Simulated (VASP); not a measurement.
Here is a VASP 6.6.1 calculation.

File INCAR:

```
ALGO = Normal
EDIFF = 1E-7
ENCUT = 520
GGA = CA
ISIF = 2
ISMEAR = 0
LASPH = T
LCHARG = T
LELF = T
LREAL = F
LVHAR = T
LWAVE = F
NBANDS = 27
NELM = 80
PREC = Accurate
SIGMA = 0.01
```

The input KPOINTS:

```
k-points
0
Gamma
  10 10 8
```

POSCAR

```
InSe
1.0
    5.8410472406     -2.0415416338      0.0214781390
    5.8410472406      2.0415416338      0.0214781390
   -1.5764185890      0.0000000000      4.1315666105
In Se
2 2
Direct
    0.8848491214      0.8848491214      0.0188082290
    0.1151508786      0.1151508786      0.9811917710
    0.6525369284      0.6525369284      0.6327224293
    0.3474630716      0.3474630716      0.3672775707
```

Potentials or basis: VASP PAW LDA potentials, release 64 (In_d, Se).

Run with:

```bash
$ cat potpaw_LDA.64/In_d/POTCAR potpaw_LDA.64/Se/POTCAR > POTCAR
$ mpirun -np 1 vasp_std > vasp.out
```

Problem. Predict the pressure.

Solution. 0.2 GPa.

Problem. Estimate the largest force.

Solution. 0.020 eV/Å.

Problem. Estimate the band gap on the k mesh.

Solution. 0.52 eV (least direct gap 0.88 eV).

Forces in eV/Å, atoms in the order of the input:
```
In   0.016  0.000 -0.004
In  -0.016  0.000  0.004
Se   0.001  0.000 -0.020
Se  -0.001  0.000  0.020
```

Caveat: spin-orbit coupling is left out, which moves the levels of the heavy elements. A k mesh can miss the band edges.
